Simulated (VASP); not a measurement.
# MoS2 in VASP: further runs, part 2 of 2

VASP 6.6.1. The steps go on from the part before.

### Step 3. Single point, PBE+D3(BJ)

Input file INCAR:

```
SYSTEM = MoS2
  PREC = Accurate
  ENCUT = 520
  EDIFF = 1E-6
  ISMEAR = 0
  SIGMA = 0.05
  LREAL = .FALSE.
  LASPH = .TRUE.
  NELM = 80
  ALGO = Normal
  ISIF = 2
  LWAVE = .FALSE.
  LCHARG = .FALSE.
  GGA = PE
  IVDW = 12
  NBANDS = 20
```

Input file KPOINTS:

```
Automatic mesh
0
Gamma
  9 9 9
  0.5 0.5 0.5
```

Input file POSCAR:

```
MoS2
1.0
    1.5768837490      0.9102367723      5.9953800087
   -1.5763179769      0.9102658176      5.9952268736
    0.0003080400     -1.8205173499      5.9953056813
Mo S
1 2
Direct
    0.0000110496      0.0000176070      0.0000233421
    0.7535162145      0.7536101381      0.7535616637
    0.5797727358      0.5796722548      0.5797149941
```

Potentials or basis: VASP PAW PBE potentials, release 64 (Mo_sv, S).

The run is started by

```
$ cat potpaw_PBE.64/Mo_sv/POTCAR potpaw_PBE.64/S/POTCAR > POTCAR
$ mpirun -np 1 vasp_std > vasp.out
```

OUTCAR:

```text
SYSTEM = MoS2
   PREC = Accurate
   ENCUT = 520
   EDIFF = 1E-6
   ISMEAR = 0
   LREAL = .FALSE.
   LASPH = .TRUE.
   NELM = 80
   ISIF = 2
   GGA = PE
   IVDW = 12
 IVDW          = 12

 ion  position               nearest neighbor table
   1  0.000  0.000  0.000-   2 2.40   2 2.40   2 2.40   3 2.40   3 2.40   3 2.40
   2  0.754  0.754  0.754-   1 2.40   1 2.40   1 2.40
   3  0.580  0.580  0.580-   1 2.40   1 2.40   1 2.40

  LATTYP: Found a triclinic cell.
 ALAT       =     3.1531902968
 B/A-ratio  =     1.0000036258
 C/A-ratio  =     2.2245147771
 COS(alpha) =     0.0000734718
 COS(beta)  =     0.4495802335
 COS(gamma) =     0.4999858582

  Lattice vectors:

 A1 = (  -1.5765757090,  -2.7307541222,  -0.0000743274)
 A2 = (  -3.1532017259,   0.0000290453,  -0.0001531351)
 A3 = (  -0.0002577321,  -3.6410199398,  -5.9953012010)

Analysis of symmetry for initial positions (statically):
=====================================================================
 Subroutine PRICEL returns:
 Original cell was already a primitive cell.

 Routine SETGRP: Setting up the symmetry group for a
 triclinic supercell.

 Subroutine GETGRP returns: Found  1 space group operations
 (whereof  1 operations were pure point group operations)
 out of a pool of  2 trial point group operations.

The static configuration has the point symmetry C_1 .

Analysis of symmetry for dynamics (positions and initial velocities):
=====================================================================
 Subroutine PRICEL returns:
 Original cell was already a primitive cell.

 Routine SETGRP: Setting up the symmetry group for a
 triclinic supercell.

 Subroutine GETGRP returns: Found  1 space group operations
 (whereof  1 operations were pure point group operations)
 out of a pool of  2 trial point group operations.

The dynamic configuration has the point symmetry C_1 .
[... 115 lines left out ...]
   EFERMI =   0.00;   METHOD = LEGACY
   ISMEAR =     0;   SIGMA  =   0.05  broadening in eV -4-tet -1-fermi 0-gaus
   EFERMI_NEDOS =   21; number of points for ismear=-14 and -15
   IALGO  =     38    algorithm
   IMIX   =      4    mixing-type and parameters
     AMIX     =   0.40;   BMIX     =  1.00
     AMIX_MAG =   1.60;   BMIX_MAG =  1.00
  volume/ion in A,a.u.               =      17.21       116.12
  Fermi-wavevector in a.u.,A,eV,Ry     =   1.302517  2.461400 23.082963  1.696550
  Thomas-Fermi vector in A             =   2.433580
   LORBIT       =      0    0 simple, 1 ext, 2 COOP (PROOUT), +10 PAW based schemes
   GGA     = PE    functional components
   LHFCALC =     F    Hartree Fock is set to
   AEXX    =    0.0000 exact exchange contribution
   IVDW    =    12    specifies the selected vdW correction
   LEPSILON=     F    determine dielectric tensor
   LRPA    =     F    only Hartree local field effects (RPA)
 non-spin polarized calculation
 Gauss-broadening in eV      SIGMA  =   0.05
  energy-cutoff  :      520.00
  volume of cell :       51.62
 maximum number of plane-waves:      1403
   NGX = 23   NGY = 23   NGZ = 23

 number of electron      26.0000001 magnetization

 Free energy of the ion-electron system (eV)
  ---------------------------------------------------
  ext. energy  EPLUGINS =         0.00000000
  ---------------------------------------------------
  free energy    TOTEN  =       -21.76563728 eV

  energy without entropy =      -21.76563728  energy(sigma->0) =      -21.76563728

 E-fermi :   8.3032     XC(G=0): -11.0566

 val. band max:        8.0949631493   @ k =   0.5000   0.5000   0.5000
 cond. band min:       8.9718001131   @ k =   0.1667  -0.1667   0.0556
 fundamental gap:      0.8768369639
 Fermi energy:         8.3031734597

 k-point     1 :       0.0556    0.0556    0.0556
  band No.  band energies     occupation
      1     -53.5130      2.00000
      2     -27.6777      2.00000
      3     -27.4369      2.00000
      4     -27.4368      2.00000
      5      -7.0944      2.00000
      6      -5.3169      2.00000
[... 541 lines left out ...]
     19      16.2787      0.00000
     20      17.2187      0.00000

 [... further k-points ...]

------------------------ aborting loop because EDIFF is reached ----------------------------------------

 Edisp (eV)   -1.32087

 E8    (eV) :    -0.5327

  FORCE on cell =-STRESS in cart. coord.  units (eV):
  Direction    XX          YY          ZZ          XY          YZ          ZX
  --------------------------------------------------------------------------------------
  -------------------------------------------------------------------------------------
  Total      -0.03387    -0.03389    -0.04233     0.00028     0.00024    -0.00035
  in kB      -1.05113    -1.05193    -1.31381     0.00871     0.00736    -0.01096
  external pressure =       -1.14 kB  Pullay stress =        0.00 kB

 VOLUME and BASIS-vectors are now :
 -----------------------------------------------------------------------------
  energy-cutoff  :      520.00
  volume of cell :       51.62
      direct lattice vectors                 reciprocal lattice vectors
     1.576883749  0.910236772  5.995380009     0.317136959  0.183101598  0.055583812
    -1.576317977  0.910265818  5.995226874    -0.317138986  0.183095755  0.055614627
     0.000308040 -1.820517350  5.995305681    -0.000006073 -0.366197216  0.055598769

 POSITION                                       TOTAL-FORCE (eV/Angst)
 -----------------------------------------------------------------------------------
     -0.00001     -0.00002      0.00031         0.000183      0.000462     -0.000376
      0.00051     -0.00001     13.55351         0.000024     -0.000158     -0.011388
      0.00066      0.00001     10.42679        -0.000207     -0.000305      0.011764
 -----------------------------------------------------------------------------------
    total drift:                               -0.000000      0.000000     -0.000010

  FREE ENERGIE OF THE ION-ELECTRON SYSTEM (eV)
  ---------------------------------------------------
  free  energy   TOTEN  =       -23.0865106826 eV

  energy  without entropy=      -23.0865106826  energy(sigma->0) =      -23.08651068
```

OSZICAR:

```text
N       E                     dE             d eps       ncg     rms          rms(c)
DAV:   1     0.182375939382E+03    0.18238E+03   -0.13531E+04 14648   0.123E+03
DAV:   2    -0.158926934584E+02   -0.19827E+03   -0.19269E+03 17552   0.318E+02
DAV:   3    -0.231235086236E+02   -0.72308E+01   -0.71581E+01 18136   0.567E+01
DAV:   4    -0.232029907153E+02   -0.79482E-01   -0.79440E-01 17676   0.634E+00
DAV:   5    -0.232041601165E+02   -0.11694E-02   -0.11693E-02 18416   0.754E-01    0.246E+01
DAV:   6    -0.221477404120E+02    0.10564E+01   -0.10328E+01 15440   0.195E+01    0.907E+00
DAV:   7    -0.218695447466E+02    0.27820E+00   -0.38656E+00 14956   0.113E+01    0.600E+00
DAV:   8    -0.217653792294E+02    0.10417E+00   -0.53717E-01 16420   0.450E+00    0.186E+00
DAV:   9    -0.217668850646E+02   -0.15058E-02   -0.21844E-02 17064   0.933E-01    0.647E-01
DAV:  10    -0.217656236918E+02    0.12614E-02   -0.89375E-03 16340   0.631E-01    0.137E-01
DAV:  11    -0.217656405703E+02   -0.16879E-04   -0.40572E-04 17100   0.140E-01    0.468E-02
DAV:  12    -0.217656212914E+02    0.19279E-04   -0.10175E-04 16708   0.658E-02    0.379E-02
DAV:  13    -0.217656372190E+02   -0.15928E-04   -0.22953E-05 15652   0.291E-02    0.893E-03
DAV:  14    -0.217656372764E+02   -0.57400E-07   -0.14031E-06 13776   0.719E-03
   1 F= -.23086511E+02 E0= -.23086511E+02  d E =-.113971E-11
```

Run time: 20 min. Hardware: 1 thread of Oxide Virtual Turin-like, shared host; peak memory 0.54 GiB.

What came out:

| Item | Value |
| --- | --- |
| Free energy | -23.0865 eV |
| Pressure | -0.1 GPa |
| Largest force | 0.012 eV/Å |
| Band gap on the k mesh | 0.88 eV, indirect (least direct gap 1.77 eV) |
| Dispersion energy per atom | -0.440 eV |

Forces on the atoms (eV/Å):
```
Mo   0.000  0.000  0.000
S    0.000  0.000 -0.011
S    0.000  0.000  0.012
```

A k mesh can miss the band edges. A hybrid or GW would open this gap; PBE tends to underestimate it.
